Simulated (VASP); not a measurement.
Here is a VASP 6.6.1 calculation.

Contents of INCAR:

```
ALGO     = Normal         # electronic algorithm
EDIFF    = 1E-6           # SCF threshold, eV
ENCUT    = 600            # plane-wave cutoff, eV
GGA      = PE             # functional
GGA_COMPAT= F            
ISIF     = 2              # what is computed and relaxed
ISMEAR   = 1              # smearing method
LASPH    = T              # aspherical terms in the spheres
LCHARG   = T              # write CHGCAR
LELF     = T              # ELF
LREAL    = F              # projectors in reciprocal space
LVHAR    = T            
LWAVE    = F              # write WAVECAR
NBANDS   = 16             # bands
NELM     = 120            # most SCF steps
PREC     = Accurate       # precision mode
SIGMA    = 0.05           # smearing width, eV
```

Contents of KPOINTS:

```
k-points
0
Gamma
  6 6 3
```

POSCAR

```
AlN
1.0
    3.1130000000      0.0000000000      0.0000000000
   -1.5565000000      2.6959400000      0.0000000000
    0.0000000000      0.0000000000      4.9810000000
Al N
2 2
Direct
    0.3333333333      0.6666666667      0.0000000000
    0.6666666667      0.3333333333      0.5000000000
    0.3333333333      0.6666666667      0.3800000000
    0.6666666667      0.3333333333      0.8800000000
```

Potentials or basis: VASP PAW PBE potentials, release 64 (Al, N).

Command:

```bash
$ cat potpaw_PBE.64/Al/POTCAR potpaw_PBE.64/N/POTCAR > POTCAR
$ mpirun -np 1 vasp_std > vasp.out
```

Question: What does it give for the band gap on the k mesh?

Answer: 4.22 eV.

Question: What does it give for the largest force?

Answer: 0.129 eV/Å.

Question: Estimate the pressure.

Answer: 3.3 GPa.

Forces on the atoms (eV/Å):
```
Al   0.000  0.000 -0.129
Al   0.000  0.000 -0.129
N    0.000  0.000  0.129
N    0.000  0.000  0.129
```

Caveat: the k points lie up to 0.42 Å⁻¹ apart. PBE gaps usually lie below the measured ones, often by a third to a half.
